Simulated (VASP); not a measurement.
Pt:

```xyz
1
Lattice="0.0000 2.0434 2.0434 2.0434 0.0000 2.0434 2.0434 2.0434 0.0000" Properties=species:S:1:pos:R:3 pbc="T T T"
Pt    0.0000    0.0000    0.0000
```

Base run:

- Program: VASP 6.6.1
- Functional: PBEsol
- Potentials or basis: VASP PAW PBE potentials, release 64 (Pt)
- Cutoff: 520 eV
- k mesh: 22 × 22 × 22
- Occupations: gaussian, width 0.15 eV
- Spin: collinear spin
- Starting moments: [0.4] μB
- Fixed moment: 0.4 μB

Its results: pressure -25.5 GPa; site moments Pt +0.40 μB.

The run is repeated on the same cell with these changes: fixed moment from 0.4 μB to 0.2 μB; moments at the start from [0.4] to [0.2]. What comes out?

Pressure -25.9 GPa; site moments Pt +0.20 μB.

Caveats: the cell stands under tension; the PAW data sets were made with another functional, which shifts forces and pressure a little; the total moment is fixed, so each spin has its own Fermi level.
